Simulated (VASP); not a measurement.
# Na2S (Fm-3m) in VASP: a series of runs

The runs below take Na2S through single point, with PBE-based screened hybrid with 30 % exact exchange, PBE-based global hybrid with 50 % exact exchange, PBE-based screened hybrid with 75 % exact exchange.

Everything below comes from runs of VASP 6.6.1. Logs are shortened: lines on timing, memory, paths and dates and some standing lists are left out, and cuts for length are marked.

## (1) The cell of the first run

It takes space group Fm-3m (No. 225, cubic). The conventional cell has a = 6.511 Å, b = 6.511 Å, c = 6.511 Å, α = 90.00°, β = 90.00°, γ = 90.00°. Within 3.7 Å of Na (site symmetry -43m) lie 4 S at 2.82 Å and 6 Na at 3.26 Å. S (site symmetry m-3m) has 8 Na at 2.82 Å within 3.7 Å.

## (2) Single point, PBE-based screened hybrid with 30 % exact exchange

File POSCAR:

```
Na2S
1.0
    0.0000000000      3.2554286299      3.2554286299
    3.2554286299      0.0000000000      3.2554286299
    3.2554286299      3.2554286299      0.0000000000
Na S
2 1
Direct
    0.2500000000      0.2500000000      0.2500000000
    0.7500000000      0.7500000000      0.7500000000
    0.0000000000      0.0000000000      0.0000000000
```

File INCAR.step1:

```
SYSTEM = Na2S
PREC = Accurate
ENCUT = 400
EDIFF = 1E-5
ISMEAR = 0
SIGMA = 0.01
LREAL = .FALSE.
LASPH = .TRUE.
NELM = 120
ALGO = Normal
ISIF = 2
LWAVE = .TRUE.
LCHARG = .FALSE.
NBANDS = 17
GGA = PE
GGA_COMPAT = .FALSE.
```

File INCAR.step2:

```
SYSTEM = Na2S
PREC = Accurate
ENCUT = 400
EDIFF = 1E-6
ISMEAR = 0
SIGMA = 0.01
LREAL = .FALSE.
LASPH = .TRUE.
NELM = 120
ALGO = Normal
ISIF = 2
LWAVE = .FALSE.
LCHARG = .FALSE.
GGA = PE
LHFCALC = .TRUE.
AEXX = 0.3
HFSCREEN = 0.2078
PRECFOCK = Normal
NBANDS = 17
ISTART = 1
GGA_COMPAT = .FALSE.
```

File KPOINTS:

```
regular mesh
0
G
  4 4 4
  0 0 0
```

Potentials or basis: VASP PAW PBE potentials, release 64 (Na_pv, S).

Command:

```sh
cat potpaw_PBE.64/Na_pv/POTCAR potpaw_PBE.64/S/POTCAR > POTCAR
cp INCAR.step1 INCAR
mpirun -np 1 vasp_std > vasp.out
cp INCAR.step2 INCAR
mpirun -np 1 vasp_std > vasp.out
```

OUTCAR:

```text
SYSTEM = Na2S
   PREC = Accurate
   ENCUT = 400
   EDIFF = 1E-6
   ISMEAR = 0
   LREAL = .FALSE.
   LASPH = .TRUE.
   NELM = 120
   ISIF = 2
   GGA = PE
   LHFCALC = .TRUE.
   AEXX = 0.3
   HFSCREEN = 0.2078
   PRECFOCK = Normal
   ISTART = 1

 ion  position               nearest neighbor table
   1  0.250  0.250  0.250-
   2  0.750  0.750  0.750-
   3  0.000  0.000  0.000-

  LATTYP: Found a face centered cubic cell.
 ALAT       =     6.5108572598

  Lattice vectors:

 A1 = (   0.0000000000,   3.2554286299,   3.2554286299)
 A2 = (   3.2554286299,   0.0000000000,   3.2554286299)
 A3 = (   3.2554286299,   3.2554286299,   0.0000000000)

Analysis of symmetry for initial positions (statically):
=====================================================================
 Subroutine PRICEL returns:
 Original cell was already a primitive cell.

 Routine SETGRP: Setting up the symmetry group for a
 face centered cubic supercell.

 Subroutine GETGRP returns: Found 48 space group operations
 (whereof 48 operations were pure point group operations)
 out of a pool of 48 trial point group operations.

The static configuration has the point symmetry O_h .

Analysis of symmetry for dynamics (positions and initial velocities):
=====================================================================
 Subroutine PRICEL returns:
 Original cell was already a primitive cell.

 Routine SETGRP: Setting up the symmetry group for a
 face centered cubic supercell.

 Subroutine GETGRP returns: Found 48 space group operations
 (whereof 48 operations were pure point group operations)
 out of a pool of 48 trial point group operations.

The dynamic configuration has the point symmetry O_h .

 Subroutine INISYM returns: Found 48 space group operations
 (whereof 48 operations are pure point group operations),
 and found     1 'primitive' translations

----------------------------------------------------------------------------------------

                                     Primitive cell

  volume of cell :      69.0009

  direct lattice vectors                    reciprocal lattice vectors
     0.000000000  3.255428630  3.255428630    -0.153589606  0.153589606  0.153589606
     3.255428630  0.000000000  3.255428630     0.153589606 -0.153589606  0.153589606
     3.255428630  3.255428630  0.000000000     0.153589606  0.153589606 -0.153589606
[... 75 lines left out ...]
   ISIF   =      2    stress and relaxation
   ISYM   =      3    0-nonsym 1-usesym 2-fastsym
   POTIM  = 0.5000    time-step for ionic-motion
   TEBEG  =    0.0;   TEEND  =   0.0 temperature during run
   PSTRESS=    0.0 pullay stress
   NELECT =      20.0000    total number of electrons
   NUPDOWN=      -1.0000    fix difference up-down
   EMIN   =  10.00;   EMAX   =-10.00  energy-range for DOS
   EFERMI =   0.00;   METHOD = LEGACY
   ISMEAR =     0;   SIGMA  =   0.01  broadening in eV -4-tet -1-fermi 0-gaus
   EFERMI_NEDOS =   21; number of points for ismear=-14 and -15
   IALGO  =     38    algorithm
   IMIX   =      1    mixing-type and parameters
     AMIX     =   0.40;   BMIX     =  1.00
     AMIX_MAG =   1.60;   BMIX_MAG =  1.00
  volume/ion in A,a.u.               =      23.00       155.21
  Fermi-wavevector in a.u.,A,eV,Ry     =   1.083428  2.047382 15.970734  1.173816
  Thomas-Fermi vector in A             =   2.219494
   LORBIT       =      0    0 simple, 1 ext, 2 COOP (PROOUT), +10 PAW based schemes
   GGA     = PE    functional components
   LHFCALC =     T    Hartree Fock is set to
   PRECFOCK=normal    Normal, Fast or Accurate (Low or Medium for compatibility)
   ENCUT4O =  -1.0   cutoff for four orbital integrals eV
   NKREDX  =     1    reduce k-point grid by
   NKREDY  =     1    reduce k-point grid by
   NKREDZ  =     1    reduce k-point grid by
   AEXX    =    0.3000 exact exchange contribution
   HFSCREEN=    0.2078 screening length (either q_TF or 0.3 A-1)
   HFSCREENC=   0.2078 screening length for correlation (either q_TF or 0.3 A-1)
   ENCUTFOCK=  -1.0 apply spherical cutoff to Coloumb kernel
   IVDW    =     0    specifies the selected vdW correction
   LEPSILON=     F    determine dielectric tensor
   LRPA    =     F    only Hartree local field effects (RPA)
 non-spin polarized calculation
 Gauss-broadening in eV      SIGMA  =   0.01
  energy-cutoff  :      400.00
  volume of cell :       69.00
 maximum number of plane-waves:      1283
  NGX = 24; NGY = 24; NGZ = 24

 number of electron      19.9999976 magnetization

 Free energy of the ion-electron system (eV)
  ---------------------------------------------------
  ext. energy  EPLUGINS =         0.00000000
  ---------------------------------------------------
  free energy    TOTEN  =       -11.81671351 eV

  energy without entropy =      -11.81671351  energy(sigma->0) =      -11.81671351

 E-fermi :  -0.5669     XC(G=0):  -6.3220

 val. band max:       -0.6229714250   @ k =   0.0000   0.0000   0.0000
 cond. band min:       3.0991745491   @ k =   0.0000   0.0000   0.0000
 fundamental gap:      3.7221459741
 Fermi energy:        -0.5668886258

 k-point     1 :       0.0000    0.0000    0.0000
  band No.  band energies     occupation
      1     -25.6120      2.00000
      2     -25.6120      2.00000
      3     -25.6120      2.00000
      4     -25.5607      2.00000
      5     -25.5607      2.00000
      6     -25.5607      2.00000
[... 137 lines left out ...]
      4     -25.5887      2.00000
      5     -25.5507      2.00000
      6     -25.5500      2.00000
[... 9 lines left out ...]
     16      11.6339      0.00000
     17      13.1058      0.00000

------------------------ aborting loop because EDIFF is reached ----------------------------------------

  FORCE on cell =-STRESS in cart. coord.  units (eV):
  Direction    XX          YY          ZZ          XY          YZ          ZX
  --------------------------------------------------------------------------------------
  -------------------------------------------------------------------------------------
  Total       -0.0473795     -0.0473795     -0.0473795     -0.0000000     -0.0000000      0.0000000
  in kB       -1.1001372     -1.1001372     -1.1001372     -0.0000000     -0.0000000      0.0000000
  external PRESSURE =      -1.1001372 kB  Pullay stress =       0.0000000 kB

 VOLUME and BASIS-vectors are now :
 -----------------------------------------------------------------------------
  energy-cutoff  :      400.00
  volume of cell :       69.00
      direct lattice vectors                 reciprocal lattice vectors
     0.000000000  3.255428630  3.255428630    -0.153589606  0.153589606  0.153589606
     3.255428630  0.000000000  3.255428630     0.153589606 -0.153589606  0.153589606
     3.255428630  3.255428630  0.000000000     0.153589606  0.153589606 -0.153589606

 POSITION                                       TOTAL-FORCE (eV/Angst)
 -----------------------------------------------------------------------------------
      1.62771      1.62771      1.62771        -0.000000     -0.000000     -0.000000
      4.88314      4.88314      4.88314         0.000000      0.000000      0.000000
      0.00000      0.00000      0.00000         0.000000      0.000000      0.000000
 -----------------------------------------------------------------------------------
    total drift:                               -0.000001     -0.000001     -0.000002

  FREE ENERGIE OF THE ION-ELECTRON SYSTEM (eV)
  ---------------------------------------------------
  free  energy   TOTEN  =       -11.8167135057 eV

  energy  without entropy=      -11.8167135057  energy(sigma->0) =      -11.81671351
```

OUTCAR.step1:

```text
SYSTEM = Na2S
   PREC = Accurate
   ENCUT = 400
   EDIFF = 1E-5
   ISMEAR = 0
   LREAL = .FALSE.
   LASPH = .TRUE.
   NELM = 120
[... 364 lines left out ...]
      1.62771      1.62771      1.62771         0.000000      0.000000      0.000000
      4.88314      4.88314      4.88314        -0.000000     -0.000000     -0.000000
      0.00000      0.00000      0.00000         0.000000      0.000000      0.000000
 -----------------------------------------------------------------------------------
    total drift:                                0.000000     -0.000000      0.000000

  FREE ENERGIE OF THE ION-ELECTRON SYSTEM (eV)
  ---------------------------------------------------
  free  energy   TOTEN  =        -9.9671064898 eV

  energy  without entropy=       -9.9671064898  energy(sigma->0) =       -9.96710649
```

OSZICAR.step1:

```text
N       E                     dE             d eps       ncg     rms          rms(c)
DAV:   1     0.142103800872E+03    0.14210E+03   -0.90683E+03   272   0.995E+02
DAV:   2     0.679231405615E+00   -0.14142E+03   -0.13726E+03   280   0.300E+02
DAV:   3    -0.105603586170E+02   -0.11240E+02   -0.11190E+02   333   0.849E+01
DAV:   4    -0.108133420943E+02   -0.25298E+00   -0.25263E+00   331   0.132E+01
DAV:   5    -0.108171378307E+02   -0.37957E-02   -0.37945E-02   363   0.164E+00    0.370E+00
DAV:   6    -0.100102001257E+02    0.80694E+00   -0.15768E+00   348   0.550E+00    0.298E+00
DAV:   7    -0.995606879824E+01    0.54131E-01   -0.23691E-01   309   0.206E+00    0.194E+00
DAV:   8    -0.996538195536E+01   -0.93132E-02   -0.17206E-02   305   0.107E+00    0.527E-01
DAV:   9    -0.996535740816E+01    0.24547E-04   -0.45702E-04   357   0.157E-01    0.418E-01
DAV:  10    -0.996704024161E+01   -0.16828E-02   -0.33482E-03   281   0.328E-01    0.177E-01
DAV:  11    -0.996707558709E+01   -0.35345E-04   -0.62700E-05   340   0.711E-02    0.628E-02
DAV:  12    -0.996710669176E+01   -0.31105E-04   -0.55673E-05   291   0.473E-02    0.786E-03
DAV:  13    -0.996710648981E+01    0.20195E-06   -0.56138E-06   243   0.114E-02
   1 F= -.99671065E+01 E0= -.99671065E+01  d E =-.340404E-23
```

Run time: 5 min. Hardware: 1 thread of Intel Xeon Platinum 8488C (Sapphire Rapids), shared host; peak memory 0.26 GiB.

What came out:

* Free energy: -11.8167 eV
* Pressure: -0.1 GPa
* Band gap on the k mesh: 3.72 eV

Caveat: the PAW data sets were made with another functional, which shifts forces and pressure a little.

## (3) Single point, PBE-based global hybrid with 50 % exact exchange

POSCAR is that of step 2.

File INCAR.step1:

```
ALGO = Normal
EDIFF = 1E-5
ENCUT = 400
GGA = PE
GGA_COMPAT = F
ISIF = 2
ISMEAR = 0
LASPH = T
LCHARG = F
LREAL = F
LWAVE = T
NBANDS = 17
NELM = 120
PREC = Accurate
SIGMA = 0.01
```

File INCAR.step2:

```
AEXX = 0.5
ALGO = Normal
EDIFF = 1E-6
ENCUT = 400
GGA = PE
GGA_COMPAT = F
ISIF = 2
ISMEAR = 0
ISTART = 1
LASPH = T
LCHARG = F
LHFCALC = T
LREAL = F
LWAVE = F
NBANDS = 17
NELM = 120
PREC = Accurate
PRECFOCK = Normal
SIGMA = 0.01
```

File KPOINTS:

```
k-points
0
Gamma
  4 4 4
```

Potentials or basis: VASP PAW PBE potentials, release 64 (Na_pv, S).

Command:

```sh
cat potpaw_PBE.64/Na_pv/POTCAR potpaw_PBE.64/S/POTCAR > POTCAR
cp INCAR.step1 INCAR
mpirun -np 1 vasp_std > vasp.out
cp INCAR.step2 INCAR
mpirun -np 1 vasp_std > vasp.out
```

OUTCAR:

```text
AEXX = 0.5
   EDIFF = 1E-6
   ENCUT = 400
   GGA = PE
   ISIF = 2
   ISMEAR = 0
   ISTART = 1
   LASPH = T
   LHFCALC = T
   LREAL = F
   NELM = 120
   PREC = Accurate
   PRECFOCK = Normal

 ion  position               nearest neighbor table
   1  0.250  0.250  0.250-
   2  0.750  0.750  0.750-
   3  0.000  0.000  0.000-

  LATTYP: Found a face centered cubic cell.
 ALAT       =     6.5108572598

  Lattice vectors:

 A1 = (   0.0000000000,   3.2554286299,   3.2554286299)
 A2 = (   3.2554286299,   0.0000000000,   3.2554286299)
 A3 = (   3.2554286299,   3.2554286299,   0.0000000000)

Analysis of symmetry for initial positions (statically):
=====================================================================
 Subroutine PRICEL returns:
 Original cell was already a primitive cell.

 Routine SETGRP: Setting up the symmetry group for a
 face centered cubic supercell.

 Subroutine GETGRP returns: Found 48 space group operations
 (whereof 48 operations were pure point group operations)
 out of a pool of 48 trial point group operations.

The static configuration has the point symmetry O_h .

Analysis of symmetry for dynamics (positions and initial velocities):
=====================================================================
 Subroutine PRICEL returns:
 Original cell was already a primitive cell.

 Routine SETGRP: Setting up the symmetry group for a
 face centered cubic supercell.

 Subroutine GETGRP returns: Found 48 space group operations
 (whereof 48 operations were pure point group operations)
 out of a pool of 48 trial point group operations.

The dynamic configuration has the point symmetry O_h .

 Subroutine INISYM returns: Found 48 space group operations
 (whereof 48 operations are pure point group operations),
[... 104 lines left out ...]
  Thomas-Fermi vector in A             =   2.219494
   LORBIT       =      0    0 simple, 1 ext, 2 COOP (PROOUT), +10 PAW based schemes
   GGA     = PE    functional components
   LHFCALC =     T    Hartree Fock is set to
   PRECFOCK=normal    Normal, Fast or Accurate (Low or Medium for compatibility)
   ENCUT4O =  -1.0   cutoff for four orbital integrals eV
   NKREDX  =     1    reduce k-point grid by
   NKREDY  =     1    reduce k-point grid by
   NKREDZ  =     1    reduce k-point grid by
   AEXX    =    0.5000 exact exchange contribution
   HFSCREEN=    0.0000 screening length (either q_TF or 0.3 A-1)
   HFSCREENC=   0.0000 screening length for correlation (either q_TF or 0.3 A-1)
   ENCUTFOCK=  -1.0 apply spherical cutoff to Coloumb kernel
   IVDW    =     0    specifies the selected vdW correction
   LEPSILON=     F    determine dielectric tensor
   LRPA    =     F    only Hartree local field effects (RPA)
 non-spin polarized calculation
 Gauss-broadening in eV      SIGMA  =   0.01
  energy-cutoff  :      400.00
  volume of cell :       69.00
 maximum number of plane-waves:      1283
  NGX = 24; NGY = 24; NGZ = 24

 number of electron      19.9999976 magnetization

 Free energy of the ion-electron system (eV)
  ---------------------------------------------------
  ext. energy  EPLUGINS =         0.00000000
  ---------------------------------------------------
  free energy    TOTEN  =       -14.93269883 eV

  energy without entropy =      -14.93269883  energy(sigma->0) =      -14.93269883

 E-fermi :  -1.9767     XC(G=0):  -4.5456

 val. band max:       -2.0273223943   @ k =   0.0000   0.0000   0.0000
 cond. band min:       3.9529678794   @ k =   0.0000   0.0000   0.0000
 fundamental gap:      5.9802902737
 Fermi energy:        -1.9766500210

 k-point     1 :       0.0000    0.0000    0.0000
  band No.  band energies     occupation
      1     -28.9047      2.00000
      2     -28.9047      2.00000
      3     -28.9047      2.00000
      4     -28.8559      2.00000
      5     -28.8559      2.00000
      6     -28.8559      2.00000
[... 137 lines left out ...]
      4     -28.8828      2.00000
      5     -28.8462      2.00000
      6     -28.8456      2.00000
[... 9 lines left out ...]
     16      12.8235      0.00000
     17      14.3984      0.00000

------------------------ aborting loop because EDIFF is reached ----------------------------------------

  FORCE on cell =-STRESS in cart. coord.  units (eV):
  Direction    XX          YY          ZZ          XY          YZ          ZX
  --------------------------------------------------------------------------------------
  -------------------------------------------------------------------------------------
  Total       -0.2922924     -0.2922924     -0.2922924     -0.0000000     -0.0000000      0.0000000
  in kB       -6.7869327     -6.7869327     -6.7869327     -0.0000000     -0.0000000      0.0000000
  external PRESSURE =      -6.7869327 kB  Pullay stress =       0.0000000 kB

 VOLUME and BASIS-vectors are now :
 -----------------------------------------------------------------------------
  energy-cutoff  :      400.00
  volume of cell :       69.00
      direct lattice vectors                 reciprocal lattice vectors
     0.000000000  3.255428630  3.255428630    -0.153589606  0.153589606  0.153589606
     3.255428630  0.000000000  3.255428630     0.153589606 -0.153589606  0.153589606
     3.255428630  3.255428630  0.000000000     0.153589606  0.153589606 -0.153589606

 POSITION                                       TOTAL-FORCE (eV/Angst)
 -----------------------------------------------------------------------------------
      1.62771      1.62771      1.62771         0.000000      0.000000      0.000000
      4.88314      4.88314      4.88314        -0.000000     -0.000000     -0.000000
      0.00000      0.00000      0.00000        -0.000000      0.000000      0.000000
 -----------------------------------------------------------------------------------
    total drift:                               -0.000001     -0.000001     -0.000001

  FREE ENERGIE OF THE ION-ELECTRON SYSTEM (eV)
  ---------------------------------------------------
  free  energy   TOTEN  =       -14.9326988309 eV

  energy  without entropy=      -14.9326988309  energy(sigma->0) =      -14.93269883
```

Wall time 6.3 min (1 thread of Intel Xeon Platinum 8488C (Sapphire Rapids), shared host); peak memory 0.17 GiB.

What came out:

* Free energy: -14.9327 eV
* Pressure: -0.7 GPa
* Band gap on the k mesh: 5.98 eV

Caveat: the PAW data sets were made with another functional, which shifts forces and pressure a little.

## (4) Single point, PBE-based screened hybrid with 75 % exact exchange

POSCAR is that of step 3.

File INCAR.step1:

```
ALGO = Normal ; EDIFF = 1E-5
ENCUT = 400 ; GGA = PE
GGA_COMPAT = F ; ISIF = 2
ISMEAR = 0 ; LASPH = T
LCHARG = F ; LREAL = F
LWAVE = T ; NBANDS = 17
NELM = 120 ; PREC = Accurate
SIGMA = 0.01
```

File INCAR.step2:

```
AEXX = 0.75 ; ALGO = Normal
EDIFF = 1E-6 ; ENCUT = 400
GGA = PE ; GGA_COMPAT = F
HFSCREEN = 0.5 ; ISIF = 2
ISMEAR = 0 ; ISTART = 1
LASPH = T ; LCHARG = F
LHFCALC = T ; LREAL = F
LWAVE = F ; NBANDS = 17
NELM = 120 ; PREC = Accurate
PRECFOCK = Normal ; SIGMA = 0.01
```

KPOINTS is that of step 3.

Command:

```sh
cat potpaw_PBE.64/Na_pv/POTCAR potpaw_PBE.64/S/POTCAR > POTCAR
cp INCAR.step1 INCAR
mpirun -np 1 vasp_std > vasp.out
cp INCAR.step2 INCAR
mpirun -np 1 vasp_std > vasp.out
```

It took 6.9 min on 1 thread of Intel Xeon Platinum 8488C (Sapphire Rapids), shared host; peak memory 0.27 GiB.

The run converged. Its results:

| Quantity | Value |
| --- | --- |
| Free energy | -12.4835 eV |
| Pressure | -0.6 GPa |
| Band gap on the k mesh | 4.02 eV |

Levels at points of the mesh, in eV from the valence-band top:
```tsv
k point	band 8	band 9	band 10	band 11	band 12	band 13
(0.00, 0.00, 0.00)	0.00	0.00	0.00	4.02	9.50	9.50
(0.50, 0.00, 0.00)	-1.72	-0.15	-0.15	6.46	8.09	8.78
(0.50, 0.50, 0.00)	-1.55	-0.51	-0.51	5.20	7.69	10.58
```

Caveat: the PAW data sets were made with another functional, which shifts forces and pressure a little.

## (5) Overview

| level | share of exact exchange | screening parameter | gap on the mesh (eV) | pressure (GPa) |
| --- | --- | --- | --- | --- |
| PBE-based screened hybrid with 30 % exact exchange | 0.3 | 0.2078 1/Å | 3.72 | -0.1 |
| PBE-based global hybrid with 50 % exact exchange | 0.5 | - | 5.98 | -0.7 |
| PBE-based screened hybrid with 75 % exact exchange | 0.75 | 0.5 1/Å | 4.02 | -0.6 |

Alike in all rows: task single point; potentials or basis VASP PAW PBE potentials, release 64 (Na_pv, S); no spin polarisation; cell as given; k mesh 4 × 4 × 4; cutoff (eV) 400; smearing gaussian 0.01 eV.

On the cell as given the gap runs from 3.72 eV (PBE-based screened hybrid with 30 % exact exchange) to 5.98 eV (PBE-based global hybrid with 50 % exact exchange). The pressure there spans -0.7 GPa (PBE-based global hybrid with 50 % exact exchange) to -0.1 GPa (PBE-based screened hybrid with 30 % exact exchange); a positive pressure means that this level wants a larger cell, a negative one a smaller.

Caveats: the PAW data sets were made with another functional, which shifts forces and pressure a little.

Absolute energies hang on the potentials; compare differences alone.
